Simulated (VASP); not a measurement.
# Al2Ru (I4/mmm) in VASP: notebook

Runs on Al2Ru. Level: LDA. Tasks: single point.

Program: VASP 6.6.1. These are calculated values, not measurements. Logs are shortened: lines on timing, memory, paths and dates and some standing lists are left out, and cuts for length are marked.

## Step 1: The cell of the first run

Symmetry: I4/mmm, No. 139, tetragonal system. The conventional cell has a = 3.183 Å, b = 3.183 Å, c = 8.576 Å, α = 90.00°, β = 90.00°, γ = 90.00°. Al (site symmetry 4mm) has 5 Ru at 2.63 to 2.92 Å and 9 Al at 2.73 to 3.18 Å within 3.5 Å. Ru (site symmetry 4/mmm) has 10 Al at 2.63 to 2.92 Å and 4 Ru at 3.18 Å within 3.5 Å.

## Step 2: Single point, LDA (14.48 Å³/atom)

INCAR reads:

```
PREC = Accurate
ENCUT = 520
EDIFF = 1E-7
ISMEAR = 0
SIGMA = 0.15
LREAL = False
LASPH = True
NELM = 100
ALGO = Fast
ISIF = 2
LWAVE = False
LCHARG = True
LELF = True
LVHAR = True
NBANDS = 17
```

KPOINTS reads:

```
Automatic mesh
0
Gamma
  20 20 20
```

POSCAR reads:

```
Al2Ru
1.0
   -1.5913425759      1.5913425759      4.2881746664
    1.5913425759     -1.5913425759      4.2881746664
    1.5913425759      1.5913425759     -4.2881746664
Al Ru
2 1
Direct
    0.6590860915      0.6590860915      0.0000000000
    0.3409139085      0.3409139085      0.0000000000
    0.0000000000      0.0000000000      0.0000000000
```

Potentials or basis: VASP PAW LDA potentials, release 64 (Al, Ru_pv).

The run is started by

```
cat potpaw_LDA.64/Al/POTCAR potpaw_LDA.64/Ru_pv/POTCAR > POTCAR
mpirun -np 1 vasp_std > vasp.out
```

OUTCAR:

```text
PREC = Accurate
   ENCUT = 520
   EDIFF = 1E-7
   ISMEAR = 0
   LREAL = False
   LASPH = True
   NELM = 100
   ISIF = 2

 ion  position               nearest neighbor table
   1  0.659  0.659  0.000-   3 2.63   3 2.63   3 2.63   3 2.63   2 2.73   2 2.74   2 2.74   2 2.74
                             2 2.74   3 2.92
   2  0.341  0.341  0.000-   3 2.63   3 2.63   3 2.63   3 2.63   1 2.73   1 2.74   1 2.74   1 2.74
                             1 2.74   3 2.92
   3  0.000  0.000  0.000-   1 2.63   1 2.63   1 2.63   2 2.63   1 2.63   2 2.63   2 2.63   2 2.63
                             1 2.92   2 2.92

  LATTYP: Found a body centered tetragonal cell.
 ALAT       =     3.1826851518
 C/A-ratio  =     2.6946898370

  Lattice vectors:

 A1 = (  -1.5913425759,   1.5913425759,   4.2881746664)
 A2 = (   1.5913425759,  -1.5913425759,   4.2881746664)
 A3 = (   1.5913425759,   1.5913425759,  -4.2881746664)

Analysis of symmetry for initial positions (statically):
=====================================================================
 Subroutine PRICEL returns:
 Original cell was already a primitive cell.

 Routine SETGRP: Setting up the symmetry group for a
 body centered tetragonal supercell.

 Subroutine GETGRP returns: Found 16 space group operations
 (whereof 16 operations were pure point group operations)
 out of a pool of 16 trial point group operations.

The static configuration has the point symmetry D_4h.

Analysis of symmetry for dynamics (positions and initial velocities):
=====================================================================
 Subroutine PRICEL returns:
 Original cell was already a primitive cell.

 Routine SETGRP: Setting up the symmetry group for a
 body centered tetragonal supercell.

 Subroutine GETGRP returns: Found 16 space group operations
 (whereof 16 operations were pure point group operations)
 out of a pool of 16 trial point group operations.

The dynamic configuration has the point symmetry D_4h.

 Subroutine INISYM returns: Found 16 space group operations
 (whereof 16 operations are pure point group operations),
 and found     1 'primitive' translations

----------------------------------------------------------------------------------------

                                     Primitive cell

  volume of cell :      43.4370

  direct lattice vectors                    reciprocal lattice vectors
    -1.591342576  1.591342576  4.288174666     0.000000000  0.314200102  0.116599728
     1.591342576 -1.591342576  4.288174666     0.314200102  0.000000000  0.116599728
     1.591342576  1.591342576 -4.288174666     0.314200102  0.314200102  0.000000000

  length of vectors
     4.842848785  4.842848785  4.842848785     0.335137585  0.335137585  0.444346046

  position of ions in fractional coordinates (direct lattice)
     0.659086092  0.659086092  0.000000000
     0.340913908  0.340913908  0.000000000
     0.000000000  0.000000000  0.000000000

  ion indices of the primitive-cell ions
   primitive index   ion index
                 1           1
                 2           2
                 3           3

----------------------------------------------------------------------------------------

 KPOINTS: Automatic mesh

Automatic generation of k-mesh.
 Grid dimensions read from file:
 generate k-points for:   20   20   20

 Generating k-lattice:

  Cartesian coordinates                     Fractional coordinates (reciprocal lattice)
     0.000000000  0.015710005  0.005829986     0.050000000  0.000000000 -0.000000000
     0.015710005  0.000000000  0.005829986     0.000000000  0.050000000 -0.000000000
     0.015710005  0.015710005  0.000000000     0.000000000  0.000000000  0.050000000

  Length of vectors
     0.016756879  0.016756879  0.022217302

  Shift w.r.t. Gamma in fractional coordinates (k-lattice)
     0.000000000  0.000000000  0.000000000

 Subroutine IBZKPT returns following result:
 ===========================================

 Found    641 irreducible k-points:

 Following reciprocal coordinates:
            Coordinates               Weight
  0.000000  0.000000  0.000000      1.000000
  0.050000 -0.000000  0.000000      8.000000
  0.100000  0.000000 -0.000000      8.000000
  0.150000 -0.000000  0.000000      8.000000
  0.200000  0.000000 -0.000000      8.000000
  0.250000 -0.000000  0.000000      8.000000
[... 16 lines left out ...]
 -0.400000  0.050000  0.000000     16.000000
 -0.350000  0.050000  0.000000     16.000000
 [... further k-points ...]
   k-points           NKPTS =    641   k-points in BZ     NKDIM =    641   number of bands    NBANDS=     17
   number of dos      NEDOS =    301   number of ions     NIONS =      3
   total plane-waves  NPLWV =  46656
   dimension x,y,z NGX =    36 NGY =   36 NGZ =   36
   dimension x,y,z NGXF=    72 NGYF=   72 NGZF=   72
   ions per type =               2   1
   NGX,Y,Z   is equivalent  to a cutoff of  12.36, 12.36, 12.36 a.u.
   NGXF,Y,Z  is equivalent  to a cutoff of  24.72, 24.72, 24.72 a.u.
 SYSTEM =  unknown system
   PREC   = accura    normal or accurate (medium, high low for compatibility)
   ISTART =      0    job   : 0-new  1-cont  2-samecut
   ICHARG =      2    charge: 1-file 2-atom 10-const
   ISPIN  =      1    spin polarized calculation?
   LNONCOLLINEAR =      F non collinear calculations
   LSORBIT =      F    spin-orbit coupling
   LASPH  =      T    aspherical Exc in radial PAW
   ENCUT  =  520.0 eV  38.22 Ry    6.18 a.u.   9.00  9.00  9.00*2*pi/ulx,y,z
   NELM   =    100;   NELMIN=  2; NELMDL= -5     # of ELM steps
   EDIFF  = 0.1E-06   stopping-criterion for ELM
   LREAL  =      F    real-space projection
   EDIFFG = 0.1E-05   stopping-criterion for IOM
   NSW    =      0    number of steps for IOM
   IBRION =     -1    ionic relax: 0-MD 1-quasi-New 2-CG
   NFREE  =      0    steps in history (QN), initial steepest desc. (CG)
   ISIF   =      2    stress and relaxation
   ISYM   =      2    0-nonsym 1-usesym 2-fastsym
   POTIM  = 0.5000    time-step for ionic-motion
   TEBEG  =    0.0;   TEEND  =   0.0 temperature during run
   PSTRESS=    0.0 pullay stress
   NELECT =      20.0000    total number of electrons
   NUPDOWN=      -1.0000    fix difference up-down
   EMIN   =  10.00;   EMAX   =-10.00  energy-range for DOS
   EFERMI =   0.00;   METHOD = LEGACY
   ISMEAR =     0;   SIGMA  =   0.15  broadening in eV -4-tet -1-fermi 0-gaus
   EFERMI_NEDOS =   21; number of points for ismear=-14 and -15
   IALGO  =     68    algorithm
   IMIX   =      4    mixing-type and parameters
     AMIX     =   0.40;   BMIX     =  1.00
     AMIX_MAG =   1.60;   BMIX_MAG =  1.00
  volume/ion in A,a.u.               =      14.48        97.71
  Fermi-wavevector in a.u.,A,eV,Ry     =   1.264149  2.388895 21.743095  1.598072
  Thomas-Fermi vector in A             =   2.397469
   LORBIT       =      0    0 simple, 1 ext, 2 COOP (PROOUT), +10 PAW based schemes
   GGA     = CA    functional components
   LHFCALC =     F    Hartree Fock is set to
   AEXX    =    0.0000 exact exchange contribution
   IVDW    =     0    specifies the selected vdW correction
   LEPSILON=     F    determine dielectric tensor
   LRPA    =     F    only Hartree local field effects (RPA)
 non-spin polarized calculation
 RMM-DIIS sequential band-by-band and
 Gauss-broadening in eV      SIGMA  =   0.15
  energy-cutoff  :      520.00
  volume of cell :       43.44
 maximum number of plane-waves:      1189
   NGX = 19   NGY = 19   NGZ = 19

 number of electron      20.0000000 magnetization

 Free energy of the ion-electron system (eV)
  ---------------------------------------------------
  ext. energy  EPLUGINS =         0.00000000
  ---------------------------------------------------
  free energy    TOTEN  =       -20.97066447 eV

  energy without entropy =      -20.96663026  energy(sigma->0) =      -20.96864737

 E-fermi :   9.6429     XC(G=0): -11.8674

 val. band max:        9.6193750446   @ k =  -0.3000   0.2500   0.0000
 cond. band min:       9.6627395596   @ k =   0.5000   0.5000   0.1500
 fundamental gap:      0.0433645150
 Fermi energy:         9.6428835418

 k-point     1 :       0.0000    0.0000    0.0000
  band No.  band energies     occupation
      1     -32.6933      2.00000
      2     -32.6933      2.00000
      3     -32.6058      2.00000
      4      -0.8435      2.00000
      5       4.5813      2.00000
      6       6.1334      2.00000
[... 9 lines left out ...]
     16      15.5793      0.00000
     17      16.8485      0.00000

 k-point     2 :       0.0500   -0.0000    0.0000
  band No.  band energies     occupation
      1     -32.6959      2.00000
      2     -32.6931      2.00000
      3     -32.6055      2.00000
      4      -0.7986      2.00000
      5       4.5999      2.00000
      6       6.1485      2.00000
[... 9 lines left out ...]
     16      15.8370      0.00000
     17      17.3277      0.00000

 k-point     3 :       0.1000    0.0000   -0.0000
  band No.  band energies     occupation
      1     -32.7036      2.00000
      2     -32.6924      2.00000
      3     -32.6048      2.00000
      4      -0.6646      2.00000
      5       4.6526      2.00000
      6       6.1894      2.00000
[... 9 lines left out ...]
     16      16.2544      0.00000
     17      18.3054      0.00000

 k-point     4 :       0.1500   -0.0000    0.0000
  band No.  band energies     occupation
      1     -32.7155      2.00000
      2     -32.6914      2.00000
      3     -32.6037      2.00000
      4      -0.4433      2.00000
      5       4.7292      2.00000
      6       6.2377      2.00000
[... 9 lines left out ...]
     16      16.7965      0.00000
     17      19.4273      0.00000
[... 343 lines left out ...]
      1     -32.7976      2.00000
      2     -32.6868      2.00000
      3     -32.5956      2.00000
      4       2.3797      2.00000
      5       3.7707      2.00000
      6       5.4768      2.00000
[... 9 lines left out ...]
     16      18.7062      0.00000
     17      19.2805      0.00000

 k-point    23 :      -0.4000    0.0500    0.0000
  band No.  band energies     occupation
      1     -32.7900      2.00000
      2     -32.6874      2.00000
      3     -32.5963      2.00000
      4       1.7737      2.00000
      5       4.2798      2.00000
      6       5.6364      2.00000
[... 9 lines left out ...]
     16      18.7688      0.00000
     17      19.4017      0.00000

 k-point    24 :      -0.3500    0.0500    0.0000
  band No.  band energies     occupation
      1     -32.7783      2.00000
      2     -32.6885      2.00000
      3     -32.5974      2.00000
      4       1.2030      2.00000
      5       4.6819      2.00000
      6       5.7731      2.00000
[... 9 lines left out ...]
     16      18.7387      0.00000
     17      19.2422      0.00000

 [... further k-points ...]
[... 5 lines left out ...]
  --------------------------------------------------------------------------------------
  -------------------------------------------------------------------------------------
  Total       -3.3467211     -3.3467211     -3.5327665      0.0000000      0.0000000      0.0000000
  in kB     -123.4440857   -123.4440857   -130.3063842      0.0000000      0.0000000      0.0000000
  external PRESSURE =    -125.7315186 kB  Pullay stress =       0.0000000 kB

 VOLUME and BASIS-vectors are now :
 -----------------------------------------------------------------------------
  energy-cutoff  :      520.00
  volume of cell :       43.44
      direct lattice vectors                 reciprocal lattice vectors
    -1.591342576  1.591342576  4.288174666     0.000000000  0.314200102  0.116599728
     1.591342576 -1.591342576  4.288174666     0.314200102  0.000000000  0.116599728
     1.591342576  1.591342576 -4.288174666     0.314200102  0.314200102  0.000000000

 POSITION                                       TOTAL-FORCE (eV/Angst)
 -----------------------------------------------------------------------------------
      0.00000      0.00000      5.65255         0.000000      0.000000     -0.239835
      0.00000      0.00000      2.92380        -0.000000     -0.000000      0.239835
      0.00000      0.00000      0.00000        -0.000000     -0.000000      0.000000
 -----------------------------------------------------------------------------------
    total drift:                                0.000000     -0.000000     -0.000000

  FREE ENERGIE OF THE ION-ELECTRON SYSTEM (eV)
  ---------------------------------------------------
  free  energy   TOTEN  =       -20.9706644736 eV

  energy  without entropy=      -20.9666302592  energy(sigma->0) =      -20.96864737
```

Run time: 23 min. Hardware: 1 thread of Intel Xeon 8259CL, shared host; peak memory 0.55 GiB.

Results:

- Free energy: -20.9707 eV
- Pressure: -12.6 GPa
- Largest force: 0.240 eV/Å
- Band gap on the k mesh: zero (bands 10 and 11 overlap by 0.18 eV)

Forces in eV/Å, atoms in the order of the input:
```
Al   0.000  0.000 -0.240
Al   0.000  0.000  0.240
Ru   0.000  0.000  0.000
```

Stress tensor (GPa, compression positive):
```
-12.34   0.00   0.00
  0.00 -12.34   0.00
  0.00   0.00 -13.03
```

Levels at points of the mesh, in eV from the Fermi level:
| k point | band 8 | band 9 | band 10 | band 11 | band 12 | band 13 |
| --- | --- | --- | --- | --- | --- | --- |
| (0.00, 0.00, 0.00) | -1.84 | -1.84 | -0.88 | 2.26 | 4.86 | 5.87 |
| (0.50, 0.00, 0.00) | -2.56 | -2.36 | -1.29 | 0.51 | 2.84 | 5.10 |
| (0.50, 0.50, 0.00) | -2.88 | -1.33 | -0.25 | 0.22 | 1.65 | 2.01 |
| (0.50, 0.50, 0.50) | -1.42 | -1.42 | -0.86 | 2.99 | 2.99 | 6.27 |

Caveat: the cell stands under tension.

(Part 1 of 2 ends here.)

The gap in the log of VASP goes by the Fermi energy; the results here count the filled bands.